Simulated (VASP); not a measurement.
# Ga2C (I4/mmm) in VASP: notebook

The runs below take Ga2C through single point, relaxation of cell and atoms, with PBE.

All numbers are computed with VASP 6.6.1; they aren't measurements. Logs are shortened: lines on timing, memory, paths and dates and some standing lists are left out, and cuts for length are marked.

## (1) The cell of the first run

It takes space group I4/mmm (No. 139, tetragonal). Conventional cell: a = 3.227 Å, b = 3.227 Å, c = 7.915 Å, α = 90.00°, β = 90.00°, γ = 90.00°. Ga (site symmetry 4mm) has 9 Ga at 2.61 to 3.23 Å and 5 C at 2.63 to 2.65 Å within 3.4 Å. C (site symmetry 4/mmm) has 10 Ga at 2.63 to 2.65 Å and 4 C at 3.23 Å within 3.5 Å.

## (2) Single point, PBE

INCAR reads:

```
ALGO = Normal
EDIFF = 1E-6
ENCUT = 520
GGA = PE
ISIF = 2
ISMEAR = 0
LASPH = True
LCHARG = True
LELF = True
LREAL = False
LVHAR = True
LWAVE = False
NBANDS = 22
NELM = 60
PREC = Accurate
SIGMA = 0.1
```

KPOINTS reads:

```
k-points
0
Gamma
  8 8 8
```

POSCAR reads:

```
Ga2C
1.0
   -1.6133097946      1.6133097946      3.9576505900
    1.6133097946     -1.6133097946      3.9576505900
    1.6133097946      1.6133097946     -3.9576505900
Ga C
2 1
Direct
    0.6650000000      0.6650000000      0.0000000000
    0.3350000000      0.3350000000      0.0000000000
    0.0000000000      0.0000000000      0.0000000000
```

Potentials or basis: VASP PAW PBE potentials, release 64 (Ga_d, C).

The run is started by

```sh
$ cat potpaw_PBE.64/Ga_d/POTCAR potpaw_PBE.64/C/POTCAR > POTCAR
$ mpirun -np 1 vasp_std > vasp.out
```

OUTCAR:

```text
EDIFF = 1E-6
   ENCUT = 520
   GGA = PE
   ISIF = 2
   ISMEAR = 0
   LASPH = True
   LREAL = False
   NELM = 60
   PREC = Accurate

 ion  position               nearest neighbor table
   1  0.665  0.665  0.000-   2 2.61   2 2.65   2 2.65   2 2.65   2 2.65
   2  0.335  0.335  0.000-   1 2.61   1 2.65   1 2.65   1 2.65   1 2.65
   3  0.000  0.000  0.000-

  LATTYP: Found a body centered tetragonal cell.
 ALAT       =     3.2266195892
 C/A-ratio  =     2.4531250001

  Lattice vectors:

 A1 = (  -1.6133097946,   1.6133097946,   3.9576505900)
 A2 = (   1.6133097946,  -1.6133097946,   3.9576505900)
 A3 = (   1.6133097946,   1.6133097946,  -3.9576505900)

Analysis of symmetry for initial positions (statically):
=====================================================================
 Subroutine PRICEL returns:
 Original cell was already a primitive cell.

 Routine SETGRP: Setting up the symmetry group for a
 body centered tetragonal supercell.

 Subroutine GETGRP returns: Found 16 space group operations
 (whereof 16 operations were pure point group operations)
 out of a pool of 16 trial point group operations.

The static configuration has the point symmetry D_4h.

Analysis of symmetry for dynamics (positions and initial velocities):
=====================================================================
 Subroutine PRICEL returns:
 Original cell was already a primitive cell.

 Routine SETGRP: Setting up the symmetry group for a
 body centered tetragonal supercell.

 Subroutine GETGRP returns: Found 16 space group operations
 (whereof 16 operations were pure point group operations)
 out of a pool of 16 trial point group operations.

The dynamic configuration has the point symmetry D_4h.

 Subroutine INISYM returns: Found 16 space group operations
 (whereof 16 operations are pure point group operations),
 and found     1 'primitive' translations

----------------------------------------------------------------------------------------

                                     Primitive cell

  volume of cell :      41.2034

  direct lattice vectors                    reciprocal lattice vectors
    -1.613309795  1.613309795  3.957650590     0.000000000  0.309921877  0.126337580
     1.613309795 -1.613309795  3.957650590     0.309921877  0.000000000  0.126337580
     1.613309795  1.613309795 -3.957650590     0.309921877  0.309921877  0.000000000

  length of vectors
[... 83 lines left out ...]
   NELM   =     60;   NELMIN=  2; NELMDL= -5     # of ELM steps
   EDIFF  = 0.1E-05   stopping-criterion for ELM
   LREAL  =      F    real-space projection
   EDIFFG = 0.1E-04   stopping-criterion for IOM
   NSW    =      0    number of steps for IOM
   IBRION =     -1    ionic relax: 0-MD 1-quasi-New 2-CG
   NFREE  =      0    steps in history (QN), initial steepest desc. (CG)
   ISIF   =      2    stress and relaxation
   ISYM   =      2    0-nonsym 1-usesym 2-fastsym
   POTIM  = 0.5000    time-step for ionic-motion
   TEBEG  =    0.0;   TEEND  =   0.0 temperature during run
   PSTRESS=    0.0 pullay stress
   NELECT =      30.0000    total number of electrons
   NUPDOWN=      -1.0000    fix difference up-down
   EMIN   =  10.00;   EMAX   =-10.00  energy-range for DOS
   EFERMI =   0.00;   METHOD = LEGACY
   ISMEAR =     0;   SIGMA  =   0.10  broadening in eV -4-tet -1-fermi 0-gaus
   EFERMI_NEDOS =   21; number of points for ismear=-14 and -15
   IALGO  =     38    algorithm
   IMIX   =      4    mixing-type and parameters
     AMIX     =   0.40;   BMIX     =  1.00
     AMIX_MAG =   1.60;   BMIX_MAG =  1.00
  volume/ion in A,a.u.               =      13.73        92.68
  Fermi-wavevector in a.u.,A,eV,Ry     =   1.472779  2.783149 29.512098  2.169078
  Thomas-Fermi vector in A             =   2.587752
   LORBIT       =      0    0 simple, 1 ext, 2 COOP (PROOUT), +10 PAW based schemes
   GGA     = PE    functional components
   LHFCALC =     F    Hartree Fock is set to
   AEXX    =    0.0000 exact exchange contribution
   IVDW    =     0    specifies the selected vdW correction
   LEPSILON=     F    determine dielectric tensor
   LRPA    =     F    only Hartree local field effects (RPA)
 non-spin polarized calculation
 Gauss-broadening in eV      SIGMA  =   0.10
  energy-cutoff  :      520.00
  volume of cell :       41.20
 maximum number of plane-waves:      1130
 NGX is ok and might be reduce to    36
   NGX = 17   NGY = 17   NGZ = 17

 number of electron      29.9999997 magnetization

 Free energy of the ion-electron system (eV)
  ---------------------------------------------------
  ext. energy  EPLUGINS =         0.00000000
  ---------------------------------------------------
  free energy    TOTEN  =       -10.70093804 eV

  energy without entropy =      -10.69246757  energy(sigma->0) =      -10.69670280

 E-fermi :   6.3807     XC(G=0): -11.7701

 val. band max:        6.3709992699   @ k =   0.3750   0.3750   0.1250
 cond. band min:       6.4154138868   @ k =   0.1250   0.0000   0.0000
 fundamental gap:      0.0444146169
 Fermi energy:         6.3806739790

 k-point     1 :       0.0000    0.0000    0.0000
  band No.  band energies     occupation
      1      -8.7839      2.00000
      2      -8.6839      2.00000
      3      -8.6271      2.00000
      4      -8.6131      2.00000
      5      -8.5745      2.00000
      6      -8.5745      2.00000
[... 589 lines left out ...]
     21      15.2007      0.00000
     22      16.5020      0.00000

 [... further k-points ...]

------------------------ aborting loop because EDIFF is reached ----------------------------------------

  FORCE on cell =-STRESS in cart. coord.  units (eV):
  Direction    XX          YY          ZZ          XY          YZ          ZX
  --------------------------------------------------------------------------------------
  -------------------------------------------------------------------------------------
  Total        0.2896784      0.2896784     -0.7865789      0.0000000     -0.0000000      0.0000000
  in kB       11.2640264     11.2640264    -30.5858047      0.0000000     -0.0000000      0.0000000
  external PRESSURE =      -2.6859173 kB  Pullay stress =       0.0000000 kB

 VOLUME and BASIS-vectors are now :
 -----------------------------------------------------------------------------
  energy-cutoff  :      520.00
  volume of cell :       41.20
      direct lattice vectors                 reciprocal lattice vectors
    -1.613309795  1.613309795  3.957650590     0.000000000  0.309921877  0.126337580
     1.613309795 -1.613309795  3.957650590     0.309921877  0.000000000  0.126337580
     1.613309795  1.613309795 -3.957650590     0.309921877  0.309921877  0.000000000

 POSITION                                       TOTAL-FORCE (eV/Angst)
 -----------------------------------------------------------------------------------
      0.00000      0.00000      5.26368        -0.000000     -0.000000     -1.108149
      0.00000      0.00000      2.65163         0.000000      0.000000      1.108149
      0.00000      0.00000      0.00000        -0.000000     -0.000000      0.000000
 -----------------------------------------------------------------------------------
    total drift:                               -0.000000     -0.000000      0.000000

  FREE ENERGIE OF THE ION-ELECTRON SYSTEM (eV)
  ---------------------------------------------------
  free  energy   TOTEN  =       -10.7009380396 eV

  energy  without entropy=      -10.6924675685  energy(sigma->0) =      -10.69670280
```

OSZICAR:

```text
N       E                     dE             d eps       ncg     rms          rms(c)
DAV:   1     0.171484225826E+03    0.17148E+03   -0.14756E+04  2724   0.256E+03
DAV:   2     0.634550817004E+01   -0.16514E+03   -0.15798E+03  2708   0.437E+02
DAV:   3    -0.108596567193E+02   -0.17205E+02   -0.16689E+02  3072   0.107E+02
DAV:   4    -0.113375878854E+02   -0.47793E+00   -0.47293E+00  2894   0.184E+01
DAV:   5    -0.113478286254E+02   -0.10241E-01   -0.10228E-01  3036   0.254E+00    0.395E+00
DAV:   6    -0.108158352057E+02    0.53199E+00   -0.28761E+00  3950   0.172E+01    0.206E+00
DAV:   7    -0.107120626936E+02    0.10377E+00   -0.24607E-01  3150   0.395E+00    0.888E-01
DAV:   8    -0.107041836395E+02    0.78791E-02   -0.89099E-02  2842   0.163E+00    0.355E-01
DAV:   9    -0.107009161819E+02    0.32675E-02   -0.65157E-03  3214   0.488E-01    0.115E-01
DAV:  10    -0.107009481246E+02   -0.31943E-04   -0.12073E-03  2828   0.254E-01    0.366E-02
DAV:  11    -0.107009379269E+02    0.10198E-04   -0.77149E-05  3620   0.866E-02    0.521E-03
DAV:  12    -0.107009380396E+02   -0.11276E-06   -0.86961E-06  2732   0.227E-02
   1 F= -.10700938E+02 E0= -.10696703E+02  d E =-.847047E-02
```

Run time: 37 s. Hardware: 1 thread of Intel Xeon 6975P-C (Granite Rapids), shared host; peak memory 0.22 GiB.

What came out:

* Free energy: -10.7009 eV
* Pressure: -0.3 GPa
* Largest force: 1.108 eV/Å
* Band gap on the k mesh: zero (band 15 reaches 8.24 eV, above the bottom of band 16 at 4.16 eV)

Forces in eV/Å, atoms in the order of the input:
```
Ga   0.000  0.000 -1.108
Ga   0.000  0.000  1.108
C    0.000  0.000  0.000
```

Stress tensor (GPa, compression positive):
```
 1.13  0.00  0.00
 0.00  1.13  0.00
 0.00  0.00 -3.06
```

Levels at points of the mesh, in eV from the Fermi level:
```tsv
k point	band 11	band 12	band 13	band 14	band 15	band 16	band 17	band 18	band 19	band 20
(0.00, 0.00, 0.00)	-13.26	-5.35	-3.40	-0.02	-0.02	0.96	3.27	3.59	3.59	7.90
(0.50, 0.00, 0.00)	-10.27	-8.25	-4.45	-4.38	0.70	2.23	4.16	4.73	5.78	7.72
(0.50, 0.50, 0.00)	-8.61	-5.23	-4.30	-3.56	-3.12	-2.22	1.36	2.46	2.66	5.86
(0.50, 0.50, 0.50)	-11.52	-10.29	-1.02	-1.02	-0.98	2.27	6.00	6.00	6.17	8.51
```

Caveat: forces of over 1 eV/Å act on the atoms, so gaps and moduli don't describe the material at rest.

(Continued in part 2 of 2.)
